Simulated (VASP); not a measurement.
# SiC (P-6m2) in VASP: further runs, part 3 of 3

VASP 6.6.1. The steps go on from the part before.

**6. Relaxation of cell and atoms, PBE**

INCAR reads:

```
SYSTEM = SiC
ALGO = Normal
EDIFF = 1E-7
EDIFFG = -0.01
ENCUT = 600
GGA = PE
IBRION = 2
ISIF = 3
ISMEAR = 0
LASPH = .True.
LCHARG = .False.
LREAL = .False.
LWAVE = .False.
NELM = 80
NSW = 100
PREC = Accurate
SIGMA = 0.02
```

KPOINTS reads:

```
k-points
0
Gamma
  12 12 6
  0 0 0
```

POSCAR reads:

```
SiC
1.0
    3.0950049463      0.0000000000      0.0000000000
   -1.5475024731      2.6803529083      0.0000000000
    0.0000000000      0.0000000000      5.6843388287
Si C
1 1
Direct
    0.6666666667      0.3333333333      0.0000000000
    0.3333333333      0.6666666667      0.0000000000
```

Potentials or basis: VASP PAW PBE potentials, release 64 (Si, C).

Run with:

```bash
$ cat potpaw_PBE.64/Si/POTCAR potpaw_PBE.64/C/POTCAR > POTCAR
$ mpirun -np 1 vasp_std > vasp.out
```

OUTCAR:

```text
SYSTEM = SiC
   EDIFF = 1E-7
   EDIFFG = -0.01
   ENCUT = 600
   GGA = PE
   IBRION = 2
   ISIF = 3
   ISMEAR = 0
   LASPH = .True.
   LREAL = .False.
   NELM = 80
   NSW = 100
   PREC = Accurate

 ion  position               nearest neighbor table
   1  0.667  0.333  0.000-   2 1.79   2 1.79   2 1.79
   2  0.333  0.667  0.000-   1 1.79   1 1.79   1 1.79

  LATTYP: Found a hexagonal cell.
 ALAT       =     3.0950049463
 C/A-ratio  =     1.8366170418

  Lattice vectors:

 A1 = (   3.0950049463,   0.0000000000,   0.0000000000)
 A2 = (  -1.5475024731,   2.6803529083,   0.0000000000)
 A3 = (   0.0000000000,   0.0000000000,   5.6843388287)

Analysis of symmetry for initial positions (statically):
=====================================================================
 Subroutine PRICEL returns:
 Original cell was already a primitive cell.

 Routine SETGRP: Setting up the symmetry group for a
 hexagonal supercell.

 Subroutine GETGRP returns: Found 12 space group operations
 (whereof 12 operations were pure point group operations)
 out of a pool of 24 trial point group operations.

The static configuration has the point symmetry D_3h.

Analysis of symmetry for dynamics (positions and initial velocities):
=====================================================================
 Subroutine PRICEL returns:
 Original cell was already a primitive cell.

 Routine SETGRP: Setting up the symmetry group for a
 hexagonal supercell.

 Subroutine GETGRP returns: Found 12 space group operations
 (whereof 12 operations were pure point group operations)
 out of a pool of 24 trial point group operations.

The dynamic configuration has the point symmetry D_3h.

[... 136 lines left out ...]
   NGX = 13   NGY = 13   NGZ = 23

--------------------------------------- Ionic step        1  -------------------------------------------

 number of electron       8.0000000 magnetization

 Free energy of the ion-electron system (eV)
  ---------------------------------------------------
  ext. energy  EPLUGINS =         0.00000000
  ---------------------------------------------------
  free energy    TOTEN  =       -14.05724722 eV

  energy without entropy =      -14.05724722  energy(sigma->0) =      -14.05724722

------------------------ aborting loop because EDIFF is reached ----------------------------------------

  FORCE on cell =-STRESS in cart. coord.  units (eV):
  Direction    XX          YY          ZZ          XY          YZ          ZX
  --------------------------------------------------------------------------------------
  -------------------------------------------------------------------------------------
  Total        0.0281404      0.0281404     -0.0289781      0.0000000     -0.0000000      0.0000000
  in kB        0.9561102      0.9561102     -0.9845719      0.0000000     -0.0000000      0.0000000
  external PRESSURE =       0.3092161 kB  Pullay stress =       0.0000000 kB
[... 89 lines left out ...]
  FREE ENERGIE OF THE ION-ELECTRON SYSTEM (eV)
  ---------------------------------------------------
  free  energy   TOTEN  =       -14.0572614674 eV

  energy  without entropy=      -14.0572614674  energy(sigma->0) =      -14.05726147

[... ionic steps 4 to 11 ...]

--------------------------------------- Ionic step       12  -------------------------------------------

 number of electron       8.0000000 magnetization

------------------------ aborting loop because EDIFF is reached ----------------------------------------
[... 67 lines left out ...]
--------------------------------------- Ionic step       14  -------------------------------------------

 number of electron       8.0000000 magnetization

 Free energy of the ion-electron system (eV)
  ---------------------------------------------------
  ext. energy  EPLUGINS =         0.00000000
  ---------------------------------------------------
  free energy    TOTEN  =       -14.06036337 eV

  energy without entropy =      -14.06036337  energy(sigma->0) =      -14.06036337

 E-fermi :   1.9382     XC(G=0):  -7.6505

 val. band max:        1.8363080299   @ k =   0.3333   0.3333   0.0000
 cond. band min:       3.9198904980   @ k =   0.5000   0.0000   0.5000
 fundamental gap:      2.0835824682
 Fermi energy:         1.9382284929

 k-point     1 :       0.0000    0.0000    0.0000
  band No.  band energies     occupation
      1     -11.9699      2.00000
      2      -1.7603      2.00000
      3       0.3974      2.00000
      4       0.3974      2.00000
      5       4.1411      0.00000
      6       8.9258      0.00000
      7       9.2316      0.00000
      8       9.2316      0.00000
[... 243 lines left out ...]
 k-point    24 :       0.3333    0.0000    0.1667
  band No.  band energies     occupation
      1     -10.2351      2.00000
      2      -4.2700      2.00000
      3      -0.8151      2.00000
      4      -0.1230      2.00000
      5       5.7100      0.00000
      6       6.3426      0.00000
      7       7.9632      0.00000
      8      12.0115      0.00000

 [... further k-points ...]
[... 5 lines left out ...]
  --------------------------------------------------------------------------------------
  -------------------------------------------------------------------------------------
  Total        0.0059268      0.0059268      0.0027613      0.0000000     -0.0000000      0.0000000
  in kB        0.2345772      0.2345772      0.1092909      0.0000000     -0.0000000      0.0000000
  external PRESSURE =       0.1928151 kB  Pullay stress =       0.0000000 kB
[... 17 lines left out ...]
  FREE ENERGIE OF THE ION-ELECTRON SYSTEM (eV)
  ---------------------------------------------------
  free  energy   TOTEN  =       -14.0603633690 eV

  energy  without entropy=      -14.0603633690  energy(sigma->0) =      -14.06036337

 reached required accuracy - stopping structural energy minimisation
```

Wall time 5.1 min (1 thread of AMD EPYC 7R43 (Zen 3), shared host); peak memory 0.17 GiB.

What came out:

```
Free energy                            : -14.0604 eV
Relaxed volume                         : 20.24 Å³/atom
Relaxed cell                           : a = 3.095 Å, b = 3.095 Å, c = 4.879 Å, α = 90.00°, β = 90.00°, γ = 120.00°
Space group after relaxing (to 0.05 Å) : P-6m2 (No. 187)
Energy gained by relaxing              : 1.6 meV/atom
Ionic steps                            : 14
Pressure after relaxing                : 0.0 GPa
Band gap on the k mesh                 : 2.08 eV, indirect (least direct gap 2.35 eV)
```

The path:
```tsv
step	energy change (eV)	largest force (eV/Å)	pressure (GPa)	volume (Å³)
1	0.0000	0.0000	0.03	47.16
2	0.0000	0.0000	-0.15	47.19
3	0.0000	0.0000	-0.06	47.17
4	0.0000	0.0000	-0.06	47.13
5	-0.0001	0.0000	-0.06	46.99
6	-0.0003	0.0000	-0.05	46.73
7	-0.0006	0.0000	-0.04	46.19
8	-0.0013	0.0000	0.01	45.13
9	-0.0025	0.0000	0.09	43.00
10	-0.0023	0.0000	0.33	38.75
11	-0.0030	0.0000	0.16	41.49
12	-0.0031	0.0000	0.21	40.59
13	-0.0031	0.0000	0.10	40.53
14	-0.0031	0.0000	0.02	40.48
```

Final structure:
```xyz
2
Lattice="3.0953 0.0000 0.0000 -1.5476 2.6806 0.0000 0.0000 0.0000 4.8788" Properties=species:S:1:pos:R:3 pbc="T T T"
Si    1.5476    0.8935    0.0000
C     0.0000    1.7871    0.0000
```

Levels at points of the mesh, in eV from the valence-band top:
| k point | band 2 | band 3 | band 4 | band 5 | band 6 | band 7 |
| --- | --- | --- | --- | --- | --- | --- |
| (0.00, 0.00, 0.00) | -3.60 | -1.44 | -1.44 | 2.30 | 7.09 | 7.40 |
| (0.50, 0.00, 0.00) | -8.00 | -2.96 | -0.66 | 2.82 | 3.62 | 7.24 |
| (0.00, 0.00, 0.50) | -4.13 | -1.44 | -1.44 | 4.68 | 5.86 | 7.43 |
| (0.50, 0.00, 0.50) | -7.97 | -2.95 | -0.95 | 2.08 | 3.84 | 9.30 |

A k mesh can miss the band edges.

**7. Overview**

```tsv
task	cell	k mesh	cutoff (eV)	smearing	gap on the mesh (eV)	pressure (GPa)	relaxed volume (Å³/atom)
relaxation of cell and atoms	relaxed from a = 3.095, b = 3.095, c = 5.684 Å, angles 90.0, 90.0, 120.0°, 2 atoms	6 × 6 × 4	600	gaussian 0.1 eV	2.38	0.0	-
relaxation of cell and atoms	relaxed from a = 1.586, b = 1.586, c = 12.854 Å, angles 90.0, 90.0, 120.0°, 2 atoms	12 × 12 × 2	600	gaussian 0.1 eV	2.62	-	20.97
single point	a = 3.097, b = 3.097, c = 5.585 Å, angles 90.0, 90.0, 120.0°, 2 atoms	12 × 12 × 6	520	gaussian 0.02 eV	2.35	-0.1	-
relaxation of cell and atoms	relaxed from a = 3.095, b = 3.095, c = 5.684 Å, angles 90.0, 90.0, 120.0°, 2 atoms	12 × 12 × 6	600	gaussian 0.02 eV	2.08	0.0	20.24
```

Alike in all rows: level PBE; potentials or basis VASP PAW PBE potentials, release 64 (Si, C); no spin polarisation.

Caveats: the relaxation stopped at its first step, so nothing moved (some runs); the volume moved by over 15 % at a fixed basis, so the end points are rough (some runs).

Total energies depend on the potentials used, so only differences within one code and one set of settings carry meaning.
